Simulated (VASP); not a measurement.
# Mo in VASP: further runs, part 2 of 2

VASP 6.6.1. Earlier steps stand in the parts before.

**3. Single point, PBEsol**

This run uses another cell than the first one, of 15.36 Å³/atom, 0.966 times its volume.

INCAR

```
SYSTEM = Mo
PREC = Accurate
ENCUT = 520
EDIFF = 1E-7
ISMEAR = 0
SIGMA = 0.1
LREAL = .FALSE.
LASPH = .TRUE.
NELM = 80
ALGO = Normal
ISIF = 2
LWAVE = .FALSE.
LCHARG = .FALSE.
GGA = PS
NBANDS = 13
```

KPOINTS

```
Automatic mesh
0
G
  8 8 8
  0 0 0
```

POSCAR

```
Mo
1.0
   -1.5658765994      1.5658765994      1.5658765994
    1.5658765994     -1.5658765994      1.5658765994
    1.5658765994      1.5658765994     -1.5658765994
Mo
1
Direct
    0.0000000000      0.0000000000      0.0000000000
```

Potentials or basis: VASP PAW PBE potentials, release 64 (Mo_sv).

Command:

```sh
$ cat potpaw_PBE.64/Mo_sv/POTCAR > POTCAR
$ mpirun -np 1 vasp_std > vasp.out
```

OUTCAR:

```text
SYSTEM = Mo
   PREC = Accurate
   ENCUT = 520
   EDIFF = 1E-7
   ISMEAR = 0
   LREAL = .FALSE.
   LASPH = .TRUE.
   NELM = 80
   ISIF = 2
   GGA = PS

 ion  position               nearest neighbor table
   1  0.000  0.000  0.000-

  LATTYP: Found a body centered cubic cell.
 ALAT       =     3.1317531988

  Lattice vectors:

 A1 = (  -1.5658765994,   1.5658765994,   1.5658765994)
 A2 = (   1.5658765994,  -1.5658765994,   1.5658765994)
 A3 = (   1.5658765994,   1.5658765994,  -1.5658765994)

Analysis of symmetry for initial positions (statically):
=====================================================================
 Subroutine PRICEL returns:
 Original cell was already a primitive cell.

 Routine SETGRP: Setting up the symmetry group for a
 body centered cubic supercell.

 Subroutine GETGRP returns: Found 48 space group operations
[... 9 lines left out ...]

 Routine SETGRP: Setting up the symmetry group for a
 body centered cubic supercell.

 Subroutine GETGRP returns: Found 48 space group operations
[... 11 lines left out ...]
                                     Primitive cell
[... 145 lines left out ...]
  band No.  band energies     occupation
      1     -48.4499      2.00000
      2     -21.6947      2.00000
      3     -21.6947      2.00000
      4     -21.6947      2.00000
      5       5.4078      2.00000
      6      11.3474      2.00000
      7      11.3474      2.00000
      8      11.3474      2.00000
      9      14.4278      0.00000
     10      14.4278      0.00000
     11      27.5849      0.00000
     12      27.5849      0.00000
     13      27.5849      0.00000
[... 354 lines left out ...]
  band No.  band energies     occupation
      1     -48.1004      2.00000
      2     -22.8020      2.00000
      3     -22.3775      2.00000
      4     -22.2434      2.00000
      5       8.6915      2.00000
      6       9.2850      2.00000
      7      12.1023      2.00000
      8      12.9556      0.00000
      9      15.7221      0.00000
     10      17.8534      0.00000
     11      26.7735      0.00000
     12      28.8382      0.00000
     13      29.8536      0.00000

 [... further k-points ...]

------------------------ aborting loop because EDIFF is reached ----------------------------------------

  FORCE on cell =-STRESS in cart. coord.  units (eV):
  Direction    XX          YY          ZZ          XY          YZ          ZX
  --------------------------------------------------------------------------------------
  -------------------------------------------------------------------------------------
  Total        0.0511218      0.0511218      0.0511218      0.0000000      0.0000000     -0.0000000
  in kB        5.3331530      5.3331530      5.3331530      0.0000000      0.0000000     -0.0000000
  external PRESSURE =       5.3331530 kB  Pullay stress =       0.0000000 kB

 VOLUME and BASIS-vectors are now :
 -----------------------------------------------------------------------------
  energy-cutoff  :      520.00
  volume of cell :       15.36
      direct lattice vectors                 reciprocal lattice vectors
    -1.565876599  1.565876599  1.565876599     0.000000000  0.319309964  0.319309964
     1.565876599 -1.565876599  1.565876599     0.319309964  0.000000000  0.319309964
     1.565876599  1.565876599 -1.565876599     0.319309964  0.319309964  0.000000000

 POSITION                                       TOTAL-FORCE (eV/Angst)
 -----------------------------------------------------------------------------------
      0.00000      0.00000      0.00000        -0.000000      0.000000      0.000000
 -----------------------------------------------------------------------------------
    total drift:                                0.000000     -0.000000      0.000000

  FREE ENERGIE OF THE ION-ELECTRON SYSTEM (eV)
  ---------------------------------------------------
  free  energy   TOTEN  =       -11.7561178042 eV

  energy  without entropy=      -11.7514445444  energy(sigma->0) =      -11.75378117
```

stdout:

```text
POSCAR found type information on POSCAR Mo
 POSCAR found :  1 types and       1 ions
 scaLAPACK will be used
 -----------------------------------------------------------------------------
|                                                                             |
|                                                                             |
|     You enforced a specific xc type in the INCAR file but a different       |
|     I HOPE YOU KNOW WHAT YOU ARE DOING!                                     |
|                                                                             |
 -----------------------------------------------------------------------------

 LDA part: xc-table for (Slater+PW92), standard interpolation
 POSCAR, INCAR and KPOINTS ok, starting setup
 FFT: planning ... GRIDC
 FFT: planning ... GRID_SOFT
 FFT: planning ... GRID
 WAVECAR not read
 entering main loop
```

Run time: 2.8 s. Hardware: 1 thread of Intel Xeon 6975P-C (Granite Rapids), shared host; peak memory 0.12 GiB.

Results:

* Free energy: -11.7561 eV
* Pressure: 0.5 GPa
* Band gap on the k mesh: zero (band 7 reaches 16.86 eV, above the bottom of band 8 at 11.35 eV)

Caveat: the PAW data sets were made with another functional, which shifts forces and pressure a little.

**4. Relaxation of cell and atoms, PBEsol**

INCAR

```
SYSTEM = Mo
PREC     = Accurate       ! precision mode
ENCUT    = 600            ! plane-wave cutoff, eV
EDIFF    = 1E-6           ! SCF threshold, eV
ISMEAR   = 0              ! smearing method
SIGMA    = 0.1            ! smearing width, eV
LREAL    = .False.        ! projectors in reciprocal space
LASPH    = .True.         ! aspherical terms in the spheres
NELM     = 80             ! most SCF steps
ALGO     = Fast           ! electronic algorithm
ISIF     = 3              ! what is computed and relaxed
LWAVE    = .False.        ! write WAVECAR
LCHARG   = .False.        ! write CHGCAR
GGA      = PS             ! functional
IBRION   = 2              ! ionic algorithm
NSW      = 100            ! ionic steps
EDIFFG   = -0.05          ! ionic threshold
```

KPOINTS

```
regular mesh
0
Gamma
  8 8 8
  0 0 0
```

POSCAR

```
Mo
1.0
   -1.5838089719      1.5838089719      1.5838089719
    1.5838089719     -1.5838089719      1.5838089719
    1.5838089719      1.5838089719     -1.5838089719
Mo
1
Direct
    0.0000000000      0.0000000000      0.0000000000
```

Command:

```sh
$ cat potpaw_PBE.64/Mo_sv/POTCAR > POTCAR
$ mpirun -np 1 vasp_std > vasp.out
```

Wall time 7 s (1 thread of Intel Xeon 6975P-C (Granite Rapids), shared host); peak memory 0.14 GiB.

It converged, with:

- Free energy: -11.7568 eV
- Relaxed volume: 15.40 Å³/atom
- Relaxed cell: a = 2.715 Å, b = 2.715 Å, c = 2.715 Å, α = 109.47°, β = 109.47°, γ = 109.47°
- Space group after relaxing (to 0.05 Å): Im-3m (No. 229)
- Energy gained by relaxing: 13.7 meV/atom
- Ionic steps: 3
- Pressure after relaxing: -0.3 GPa
- Band gap on the k mesh: zero (band 7 reaches 16.80 eV, above the bottom of band 8 at 11.31 eV)

The path:
| step | energy change (eV) | largest force (eV/Å) | pressure (GPa) | volume (Å³) |
| --- | --- | --- | --- | --- |
| 1 | 0.0000 | 0.0000 | -8.31 | 15.89 |
| 2 | 0.0974 | 0.0000 | 29.35 | 14.07 |
| 3 | -0.0137 | 0.0000 | -0.34 | 15.40 |

Final structure:
```yaml
crystal:
  lattice:
    - [-1.56726, 1.56726, 1.56726]
    - [1.56726, -1.56726, 1.56726]
    - [1.56726, 1.56726, -1.56726]
  atoms:
    - { symbol: Mo, position: [0.00000, 0.00000, 0.00000] }
```

Levels at points of the mesh, in eV from the Fermi level:
| k point | band 3 | band 4 | band 5 | band 6 | band 7 | band 8 | band 9 | band 10 | band 11 |
| --- | --- | --- | --- | --- | --- | --- | --- | --- | --- |
| (0.00, 0.00, 0.00) | -34.32 | -34.32 | -7.20 | -1.27 | -1.27 | -1.27 | 1.80 | 1.80 | 14.96 |
| (0.50, 0.00, 0.00) | -34.79 | -34.33 | -5.31 | -3.35 | 1.79 | 1.85 | 2.49 | 5.01 | 12.09 |
| (0.50, 0.50, 0.50) | -35.34 | -35.34 | -5.45 | -5.45 | 4.23 | 4.23 | 4.23 | 9.27 | 9.27 |

Caveat: the PAW data sets were made with another functional, which shifts forces and pressure a little.

**5. Single point, PBEsol**

This run uses another cell than the first one: it holds 6 atoms, not 1.

INCAR

```
  ALGO = Fast
  EDIFF = 1E-6
  ENCUT = 520
  GGA = PS
  ISIF = 2
  ISMEAR = 0
  LASPH = T
  LCHARG = T
  LELF = T
  LREAL = F
  LVHAR = T
  LWAVE = F
  NBANDS = 51
  NELM = 100
  PREC = Accurate
  SIGMA = 0.1
```

KPOINTS

```
k-points
0
Gamma
  12 12 8
```

POSCAR

```
Mo
1.0
    0.0000000000      3.1321495169     -3.1321495169
    3.1321495169     -3.1321495169      0.0000000000
   -3.1257444153     -3.1257444153     -3.1257444153
Mo
6
Direct
    0.6666666667      0.3333333333      0.8333333333
    0.3333333333      0.6666666667      0.6666666667
    0.0000000000      0.0000000000      0.5000000000
    0.6666666667      0.3333333333      0.3333333333
    0.3333333333      0.6666666667      0.1666666667
    0.0000000000      0.0000000000      0.0000000000
```

Command:

```sh
$ cat potpaw_PBE.64/Mo_sv/POTCAR > POTCAR
$ mpirun -np 1 vasp_std > vasp.out
```

It took 4.3 min on 1 thread of Intel Xeon 6975P-C (Granite Rapids), shared host; peak memory 0.51 GiB.

The run converged. Its results:

```
Free energy            : -70.6877 eV
Pressure               : 0.6 GPa
Band gap on the k mesh : zero (band 42 reaches 13.70 eV, above the bottom of band 43 at 12.13 eV)
```

Levels at points of the mesh, in eV from the Fermi level:
| k point | band 38 | band 39 | band 40 | band 41 | band 42 | band 43 | band 44 | band 45 | band 46 | band 47 |
| --- | --- | --- | --- | --- | --- | --- | --- | --- | --- | --- |
| (0.00, 0.00, 0.00) | -2.38 | -2.38 | -1.42 | -1.39 | -1.39 | 1.69 | 1.69 | 2.09 | 2.09 | 2.09 |
| (0.50, 0.00, 0.00) | -2.33 | -1.87 | -1.87 | 0.81 | 0.81 | 1.25 | 1.25 | 1.67 | 1.70 | 1.72 |
| (0.00, 0.00, 0.50) | -2.20 | -2.20 | -2.20 | -0.72 | -0.72 | 0.73 | 0.73 | 1.45 | 1.45 | 1.45 |
| (0.50, 0.00, 0.50) | -1.99 | -1.70 | -1.70 | -0.64 | -0.64 | -0.64 | -0.64 | 0.89 | 0.89 | 1.17 |

Caveat: the PAW data sets were made with another functional, which shifts forces and pressure a little.

**6. The runs side by side**

```tsv
task	cell	k mesh	cutoff (eV)	gap on the mesh (eV)	pressure (GPa)
single point	a = 2.743 Å, angles 109.5°, 1 atom	8 × 8 × 8	520	none	-8.2
single point	a = 2.712 Å, angles 109.5°, 1 atom	8 × 8 × 8	520	none	0.5
relaxation of cell and atoms	relaxed from a = 2.743 Å, angles 109.5°, 1 atom	8 × 8 × 8	600	none	-0.3
single point	a = 4.430, b = 4.430, c = 5.414 Å, angles 90.0, 90.0, 120.0°, 6 atoms	12 × 12 × 8	520	none	0.6
```

Alike in all rows: level PBEsol; potentials or basis VASP PAW PBE potentials, release 64 (Mo_sv); no spin polarisation; smearing gaussian 0.1 eV.

Caveats: the PAW data sets were made with another functional, which shifts forces and pressure a little.

Absolute energies hang on the potentials; compare differences alone.
